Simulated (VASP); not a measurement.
# BaTiO3 (P4mm) in VASP: settings compared

BaTiO3 is run at these levels: r2SCAN, PBE+D3(BJ), revPBE+D4; tasks: single point, relaxation of cell and atoms.

Program: VASP 6.6.1. These are calculated values, not measurements. Logs are shortened: lines on timing, memory, paths and dates and some standing lists are left out, and cuts for length are marked.

## Step 1: The cell of the first run

It takes space group P4mm (No. 99, tetragonal). Conventional cell: a = 4.078 Å, b = 4.078 Å, c = 4.097 Å, α = 90.00°, β = 90.00°, γ = 90.00°. Within 3.7 Å of Ba (site symmetry 4mm) lie 12 O at 2.84 to 2.94 Å and 8 Ti at 3.51 to 3.56 Å. Ti (site symmetry 4mm) has 6 O at 1.93 to 2.17 Å within 2.6 Å. Within 2.7 Å of O (site symmetry 2mm) lie 2 Ti at 2.04 Å. O (site symmetry 4mm) has 2 Ti at 1.93 to 2.17 Å within 2.6 Å.

## Step 2: Single point, r2SCAN

POSCAR

```
BaTiO3
1.0
    4.0782473671      0.0000000000      0.0000000000
    0.0000000000      4.0782473671      0.0000000000
    0.0000000000      0.0000000000      4.0968043205
Ba Ti O
1 1 3
Direct
    0.0000000000      0.0000000000      0.0000000000
    0.5000000000      0.5000000000      0.4900000000
    0.0000000000      0.5000000000      0.5170000000
    0.5000000000      0.0000000000      0.5170000000
    0.5000000000      0.5000000000      0.0190000000
```

INCAR.step1

```
PREC = Accurate
ENCUT = 520
ISMEAR = -1
SIGMA = 0.05
LREAL = False
LASPH = True
NELM = 80
NBANDS = 28
GGA = PE
ALGO = Normal
EDIFF = 1E-4
LWAVE = True
LCHARG = False
```

INCAR.step2

```
PREC = Accurate
ENCUT = 520
EDIFF = 1E-6
ISMEAR = -1
SIGMA = 0.05
LREAL = False
LASPH = True
NELM = 80
ALGO = Normal
ISIF = 2
LWAVE = False
LCHARG = False
METAGGA = R2SCAN
LMIXTAU = True
NBANDS = 28
ISTART = 1
```

KPOINTS

```
Automatic mesh
0
Gamma
  7 7 7
```

Potentials or basis: VASP PAW PBE potentials, release 64 (Ba_sv, Ti_sv, O).

Launch:

```bash
cat potpaw_PBE.64/Ba_sv/POTCAR potpaw_PBE.64/Ti_sv/POTCAR potpaw_PBE.64/O/POTCAR > POTCAR
cp INCAR.step1 INCAR
mpirun -np 1 vasp_std > vasp.out
cp INCAR.step2 INCAR
mpirun -np 1 vasp_std > vasp.out
```

OUTCAR:

```text
PREC = Accurate
   ENCUT = 520
   EDIFF = 1E-6
   ISMEAR = -1
   LREAL = False
   LASPH = True
   NELM = 80
   ISIF = 2
   METAGGA = R2SCAN
   ISTART = 1

 ion  position               nearest neighbor table
   1  0.000  0.000  0.000-   3 2.84   4 2.84   3 2.84   4 2.84   5 2.88   5 2.88   5 2.88   5 2.88
                             4 2.94   3 2.94   4 2.94   3 2.94   2 3.51   2 3.51   2 3.51   2 3.51
   2  0.500  0.500  0.490-   5 1.93   4 2.04   3 2.04   4 2.04   3 2.04   5 2.17   1 3.51   1 3.51
                             1 3.51   1 3.51   1 3.56   1 3.56   1 3.56   1 3.56
   3  0.000  0.500  0.517-   2 2.04   2 2.04   1 2.84   1 2.84   1 2.94   1 2.94
   4  0.500  0.000  0.517-   2 2.04   2 2.04   1 2.84   1 2.84   1 2.94   1 2.94
   5  0.500  0.500  0.019-   2 1.93   2 2.17   1 2.88   1 2.88   1 2.88   1 2.88

  LATTYP: Found a simple tetragonal cell.
 ALAT       =     4.0782473671
 C/A-ratio  =     1.0045502275

  Lattice vectors:

 A1 = (   4.0782473671,   0.0000000000,   0.0000000000)
 A2 = (   0.0000000000,   4.0782473671,   0.0000000000)
 A3 = (   0.0000000000,   0.0000000000,   4.0968043205)

Analysis of symmetry for initial positions (statically):
=====================================================================
 Subroutine PRICEL returns:
 Original cell was already a primitive cell.

 Routine SETGRP: Setting up the symmetry group for a
 simple tetragonal supercell.

 Subroutine GETGRP returns: Found  8 space group operations
 (whereof  8 operations were pure point group operations)
 out of a pool of 16 trial point group operations.

The static configuration has the point symmetry C_4v.

Analysis of symmetry for dynamics (positions and initial velocities):
=====================================================================
 Subroutine PRICEL returns:
 Original cell was already a primitive cell.

 Routine SETGRP: Setting up the symmetry group for a
 simple tetragonal supercell.

 Subroutine GETGRP returns: Found  8 space group operations
 (whereof  8 operations were pure point group operations)
 out of a pool of 16 trial point group operations.

The dynamic configuration has the point symmetry C_4v.

 Subroutine INISYM returns: Found  8 space group operations
 (whereof  8 operations are pure point group operations),
 and found     1 'primitive' translations

----------------------------------------------------------------------------------------

                                     Primitive cell

  volume of cell :      68.1385

  direct lattice vectors                    reciprocal lattice vectors
     4.078247367  0.000000000  0.000000000     0.245203370  0.000000000  0.000000000
     0.000000000  4.078247367  0.000000000     0.000000000  0.245203370  0.000000000
     0.000000000  0.000000000  4.096804321     0.000000000  0.000000000  0.244092693

  length of vectors
     4.078247367  4.078247367  4.096804321     0.245203370  0.245203370  0.244092693

  position of ions in fractional coordinates (direct lattice)
     0.000000000  0.000000000  0.000000000
     0.500000000  0.500000000  0.490000000
     0.000000000  0.500000000  0.517000000
     0.500000000  0.000000000  0.517000000
     0.500000000  0.500000000  0.019000000

  ion indices of the primitive-cell ions
   primitive index   ion index
                 1           1
                 2           2
                 3           3
                 4           4
                 5           5

----------------------------------------------------------------------------------------

 KPOINTS: Automatic mesh

Automatic generation of k-mesh.
 Grid dimensions read from file:
 generate k-points for:    7    7    7

 Generating k-lattice:

  Cartesian coordinates                     Fractional coordinates (reciprocal lattice)
     0.035029053  0.000000000  0.000000000     0.142857143  0.000000000  0.000000000
     0.000000000  0.035029053  0.000000000     0.000000000  0.142857143  0.000000000
     0.000000000  0.000000000  0.034870385     0.000000000  0.000000000  0.142857143

  Length of vectors
     0.035029053  0.035029053  0.034870385

  Shift w.r.t. Gamma in fractional coordinates (k-lattice)
     0.000000000  0.000000000  0.000000000

 Subroutine IBZKPT returns following result:
 ===========================================

 Found     40 irreducible k-points:

 Following reciprocal coordinates:
            Coordinates               Weight
  0.000000  0.000000  0.000000      1.000000
  0.142857  0.000000  0.000000      4.000000
  0.285714  0.000000  0.000000      4.000000
  0.428571  0.000000  0.000000      4.000000
  0.142857  0.142857  0.000000      4.000000
  0.285714  0.142857  0.000000      8.000000
[... 16 lines left out ...]
  0.285714  0.000000  0.285714      8.000000
  0.428571  0.000000  0.285714      8.000000
 [... further k-points ...]
   k-points           NKPTS =     40   k-points in BZ     NKDIM =     40   number of bands    NBANDS=     28
[... 37 lines left out ...]
     AMIX_MAG =   1.60;   BMIX_MAG =  1.00
  volume/ion in A,a.u.               =      13.63        91.96
  Fermi-wavevector in a.u.,A,eV,Ry     =   1.370768  2.590376 25.565424  1.879006
  Thomas-Fermi vector in A             =   2.496525
   LORBIT       =      0    0 simple, 1 ext, 2 COOP (PROOUT), +10 PAW based schemes
   METAGGA = R2SCAN    functional components
   LHFCALC =     F    Hartree Fock is set to
   AEXX    =    0.0000 exact exchange contribution
   IVDW    =     0    specifies the selected vdW correction
   LEPSILON=     F    determine dielectric tensor
   LRPA    =     F    only Hartree local field effects (RPA)
 non-spin polarized calculation
  energy-cutoff  :      520.00
  volume of cell :       68.14
 maximum number of plane-waves:      1849
   NGX = 15   NGY = 15   NGZ = 15

 number of electron      39.9999985 magnetization

 Free energy of the ion-electron system (eV)
  ---------------------------------------------------
  ext. energy  EPLUGINS =         0.00000000
  ---------------------------------------------------
  free energy    TOTEN  =       -74.15874682 eV

  energy without entropy =      -74.15874682  energy(sigma->0) =      -74.15874682

 E-fermi :   4.1230     XC(G=0): -11.5724

 val. band max:        3.0193455339   @ k =   0.4286   0.4286   0.4286
 cond. band min:       5.1320451148   @ k =   0.0000   0.0000   0.0000
 fundamental gap:      2.1126995809
 Fermi energy:         4.1229729431

 k-point     1 :       0.0000    0.0000    0.0000
  band No.  band energies     occupation
      1     -56.0006      2.00000
      2     -31.1530      2.00000
      3     -31.1266      2.00000
      4     -31.1266      2.00000
      5     -22.5583      2.00000
      6     -14.6504      2.00000
[... 20 lines left out ...]
     27       8.6258      0.00000
     28      10.6717      0.00000

 k-point     2 :       0.1429    0.0000    0.0000
  band No.  band energies     occupation
      1     -56.0005      2.00000
      2     -31.1527      2.00000
      3     -31.1347      2.00000
      4     -31.1263      2.00000
      5     -22.5410      2.00000
      6     -14.6548      2.00000
[... 20 lines left out ...]
     27       8.9810      0.00000
     28      11.1410      0.00000

 k-point     3 :       0.2857    0.0000    0.0000
  band No.  band energies     occupation
      1     -56.0001      2.00000
      2     -31.1532      2.00000
      3     -31.1518      2.00000
      4     -31.1257      2.00000
      5     -22.5017      2.00000
      6     -14.7095      2.00000
[... 20 lines left out ...]
     27       9.9084      0.00000
     28      11.7981      0.00000

 k-point     4 :       0.4286    0.0000    0.0000
  band No.  band energies     occupation
      1     -55.9999      2.00000
      2     -31.1674      2.00000
      3     -31.1516      2.00000
      4     -31.1252      2.00000
      5     -22.4696      2.00000
      6     -14.7822      2.00000
[... 578 lines left out ...]
     27      10.2719      0.00000
     28      12.0366      0.00000

 k-point    23 :       0.2857    0.0000    0.2857
  band No.  band energies     occupation
      1     -55.9997      2.00000
      2     -31.1770      2.00000
      3     -31.1517      2.00000
      4     -31.1249      2.00000
      5     -22.4583      2.00000
      6     -14.5372      2.00000
[... 20 lines left out ...]
     27      11.2216      0.00000
     28      11.9479      0.00000

 k-point    24 :       0.4286    0.0000    0.2857
  band No.  band energies     occupation
      1     -55.9994      2.00000
      2     -31.1764      2.00000
      3     -31.1661      2.00000
      4     -31.1244      2.00000
      5     -22.4325      2.00000
      6     -14.5111      2.00000
[... 20 lines left out ...]
     27      11.8081      0.00000
     28      12.2357      0.00000

 [... further k-points ...]

------------------------ aborting loop because EDIFF is reached ----------------------------------------

  FORCE on cell =-STRESS in cart. coord.  units (eV):
  Direction    XX          YY          ZZ          XY          YZ          ZX
  --------------------------------------------------------------------------------------
  -------------------------------------------------------------------------------------
  Total       -3.5790732     -3.5790732     -3.2687540      0.0000000      0.0000000      0.0000000
  in kB      -84.1567230    -84.1567230    -76.8600166      0.0000000      0.0000000      0.0000000
  external PRESSURE =     -81.7244875 kB  Pullay stress =       0.0000000 kB

 VOLUME and BASIS-vectors are now :
 -----------------------------------------------------------------------------
  energy-cutoff  :      520.00
  volume of cell :       68.14
      direct lattice vectors                 reciprocal lattice vectors
     4.078247367  0.000000000  0.000000000     0.245203370  0.000000000  0.000000000
     0.000000000  4.078247367  0.000000000     0.000000000  0.245203370  0.000000000
     0.000000000  0.000000000  4.096804321     0.000000000  0.000000000  0.244092693

 POSITION                                       TOTAL-FORCE (eV/Angst)
 -----------------------------------------------------------------------------------
      0.00000      0.00000      0.00000        -0.000000     -0.000000      0.029949
      2.03912      2.03912      2.00743        -0.000000     -0.000000     -0.353188
      0.00000      2.03912      2.11805         0.000000     -0.000000     -0.164290
      2.03912      0.00000      2.11805        -0.000000     -0.000000     -0.164290
      2.03912      2.03912      0.07784        -0.000000      0.000000      0.651819
 -----------------------------------------------------------------------------------
    total drift:                                0.000000      0.000000      0.002575

  FREE ENERGIE OF THE ION-ELECTRON SYSTEM (eV)
  ---------------------------------------------------
  free  energy   TOTEN  =       -74.1587468179 eV

  energy  without entropy=      -74.1587468178  energy(sigma->0) =      -74.15874682
```

Wall time 3.3 min (1 thread of Intel Xeon 6975P-C, shared host); peak memory 0.22 GiB.

Results:

| Quantity | Value |
| --- | --- |
| Free energy | -74.1587 eV |
| Pressure | -8.2 GPa |
| Largest force | 0.652 eV/Å |
| Band gap on the k mesh | 2.11 eV, indirect (least direct gap 2.35 eV) |

Forces on the atoms (eV/Å):
```
Ba   0.000  0.000  0.030
Ti   0.000  0.000 -0.353
O    0.000  0.000 -0.164
O    0.000  0.000 -0.164
O    0.000  0.000  0.652
```

Caveat: the PAW data sets were made with another functional, which shifts forces and pressure a little; spin-orbit coupling is left out, which moves the levels of the heavy elements.

## Step 3: Relaxation of cell and atoms, PBE+D3(BJ)

This run uses another cell than the first one, of 12.86 Å³/atom, 0.943 times its volume.

INCAR

```
SYSTEM = BaTiO3
ALGO = Normal
EDIFF = 1E-6
EDIFFG = -0.01
ENCUT = 600
GGA = PE
IBRION = 2
ISIF = 3
ISMEAR = -1
IVDW = 12
LASPH = .TRUE.
LCHARG = .FALSE.
LREAL = .FALSE.
LWAVE = .FALSE.
NELM = 80
NSW = 60
PREC = Accurate
SIGMA = 0.05
```

KPOINTS

```
k-points
0
G
  7 7 7
  0 0 0
```

POSCAR, as its differences from that of step 2:

```diff
@@ -2,5 +2,5 @@
 1.0
-    4.0782473671      0.0000000000      0.0000000000
-    0.0000000000      4.0782473671      0.0000000000
-    0.0000000000      0.0000000000      4.0968043205
+    3.9998000000      0.0000000000      0.0000000000
+    0.0000000000      3.9998000000      0.0000000000
+    0.0000000000      0.0000000000      4.0180000000
 Ba Ti O
```

Potentials or basis: VASP PAW PBE potentials, release 64 (Ba_sv, Ti_sv, O).

Launch:

```bash
cat potpaw_PBE.64/Ba_sv/POTCAR potpaw_PBE.64/Ti_sv/POTCAR potpaw_PBE.64/O/POTCAR > POTCAR
mpirun -np 1 vasp_std > vasp.out
```

Run time: 6.8 min. Hardware: 1 thread of Intel Xeon Platinum 8488C (Sapphire Rapids), shared host; peak memory 0.25 GiB.

Results (log left out):

```
Free energy                            : -41.3260 eV
Relaxed volume                         : 13.06 Å³/atom
Relaxed cell                           : a = 3.985 Å, b = 3.985 Å, c = 4.111 Å, α = 90.00°, β = 90.00°, γ = 90.00°
Space group after relaxing (to 0.05 Å) : P4mm (No. 99)
Energy gained by relaxing              : 3.1 meV/atom
Ionic steps                            : 14
Pressure after relaxing                : 0.0 GPa
Largest force after relaxing           : 0.005 eV/Å
Band gap on the k mesh                 : 1.90 eV, indirect (least direct gap 2.26 eV)
Dispersion energy per atom             : -0.260 eV
```

Forces in eV/Å, atoms in the order of the input:
```
Ba   0.000  0.000 -0.005
Ti   0.000  0.000  0.005
O    0.000  0.000  0.000
O    0.000  0.000  0.000
O    0.000  0.000  0.001
```

The path:
```
step  energy change (eV)  largest force (eV/Å)  pressure (GPa)  volume (Å³)
   1              0.0000                0.2782            0.68        64.28
   2             -0.0062                0.1917           -0.36        64.79
   3             -0.0075                0.1785           -1.06        65.18
   4             -0.0108                0.1007           -0.17        64.98
   5             -0.0110                0.1002            0.13        64.92
   6             -0.0126                0.0785            0.18        64.93
   7             -0.0137                0.0738            0.26        64.95
   8             -0.0137                0.1158            0.43        64.99
   9             -0.0141                0.0830            0.34        64.97
  10             -0.0150                0.0680           -0.15        65.25
  11             -0.0150                0.0679           -0.31        65.34
  12             -0.0154                0.0688            0.09        65.27
  13             -0.0154                0.0543            0.02        65.29
  14             -0.0156                0.0050            0.01        65.28
```

Final structure:
```cif
data_structure
_symmetry_space_group_name_H-M 'P 1'
_symmetry_Int_Tables_number 1
_cell_length_a 3.9850
_cell_length_b 3.9850
_cell_length_c 4.1108
_cell_angle_alpha 90.000
_cell_angle_beta 90.000
_cell_angle_gamma 90.000
_cell_volume 65.28
loop_
_atom_site_label
_atom_site_type_symbol
_atom_site_fract_x
_atom_site_fract_y
_atom_site_fract_z
_atom_site_occupancy
Ba1 Ba 0.00000 0.00000 0.99703 1
Ti1 Ti 0.50000 0.50000 0.47885 1
O1 O 0.00000 0.50000 0.51752 1
O2 O 0.50000 0.00000 0.51752 1
O3 O 0.50000 0.50000 0.03208 1
```

Levels at points of the mesh, in eV from the valence-band top:
```csv
k point,band 17,band 18,band 19,band 20,band 21,band 22,band 23,band 24
"(0.00, 0.00, 0.00)",-1.14,-0.54,-0.36,-0.36,1.90,2.35,2.35,4.13
```

Caveat: spin-orbit coupling is left out, which moves the levels of the heavy elements.

## Step 4: Single point, revPBE+D4

This run uses another cell than the first one, of 12.08 Å³/atom, 0.887 times its volume.

INCAR

```
SYSTEM = BaTiO3
  PREC = Accurate
  ENCUT = 520
  EDIFF = 1E-6
  ISMEAR = -1
  SIGMA = 0.05
  LREAL = .FALSE.
  LASPH = .TRUE.
  NELM = 80
  ALGO = Normal
  ISIF = 2
  LWAVE = .FALSE.
  LCHARG = .FALSE.
  GGA = RE
  IVDW = 13
  NBANDS = 28
```

KPOINTS

```
Automatic mesh
0
G
  7 7 7
  0 0 0
```

POSCAR, as its differences from that of step 3:

```diff
@@ -2,5 +2,5 @@
 1.0
-    3.9998000000      0.0000000000      0.0000000000
-    0.0000000000      3.9998000000      0.0000000000
-    0.0000000000      0.0000000000      4.0180000000
+    3.9181485176      0.0000000000      0.0000000000
+    0.0000000000      3.9181485176      0.0000000000
+    0.0000000000      0.0000000000      3.9359769848
 Ba Ti O
```

Launch:

```bash
cat potpaw_PBE.64/Ba_sv/POTCAR potpaw_PBE.64/Ti_sv/POTCAR potpaw_PBE.64/O/POTCAR > POTCAR
mpirun -np 1 vasp_std > vasp.out
```

Wall time 31 s (1 thread of Intel Xeon 6975P-C (Granite Rapids), shared host); peak memory 0.21 GiB.

It converged, with:

| Property | Result |
| --- | --- |
| Free energy | -39.8749 eV |
| Pressure | 13.8 GPa |
| Largest force | 0.164 eV/Å |
| Band gap on the k mesh | 2.03 eV, indirect (least direct gap 2.16 eV) |
| Dispersion energy per atom | -0.407 eV |

Forces on the atoms (eV/Å):
```
Ba   0.000  0.000  0.127
Ti   0.000  0.000  0.164
O    0.000  0.000 -0.097
O    0.000  0.000 -0.097
O    0.000  0.000 -0.096
```

Stress tensor (GPa, compression positive):
```
13.41  0.00  0.00
 0.00 13.41  0.00
 0.00  0.00 14.61
```

Levels at points of the mesh, in eV from the valence-band top:
```tsv
k point	band 18	band 19	band 20	band 21	band 22	band 23
(0.00, 0.00, 0.00)	-0.15	-0.14	-0.14	2.03	2.26	2.26
```

Caveat: the PAW data sets were made with another functional, which shifts forces and pressure a little; spin-orbit coupling is left out, which moves the levels of the heavy elements.

## Step 5: The runs side by side

| task | level | cell | cutoff (eV) | gap on the mesh (eV) | pressure (GPa) | largest force (eV/Å) |
| --- | --- | --- | --- | --- | --- | --- |
| single point | r2SCAN | a = 4.078, b = 4.078, c = 4.097 Å, 5 atoms | 520 | 2.11 | -8.2 | 0.65 |
| relaxation of cell and atoms | PBE+D3(BJ) | relaxed from a = 4.000, b = 4.000, c = 4.018 Å, 5 atoms | 600 | 1.90 | 0.0 | - |
| single point | revPBE+D4 | a = 3.918, b = 3.918, c = 3.936 Å, 5 atoms | 520 | 2.03 | 13.8 | 0.16 |

Alike in all rows: potentials or basis VASP PAW PBE potentials, release 64 (Ba_sv, Ti_sv, O); no spin polarisation; k mesh 7 × 7 × 7; smearing fermi-dirac 0.05 eV.

Caveats: spin-orbit coupling is left out, which moves the levels of the heavy elements; the PAW data sets were made with another functional, which shifts forces and pressure a little (some runs).

Absolute energies hang on the potentials; compare differences alone.
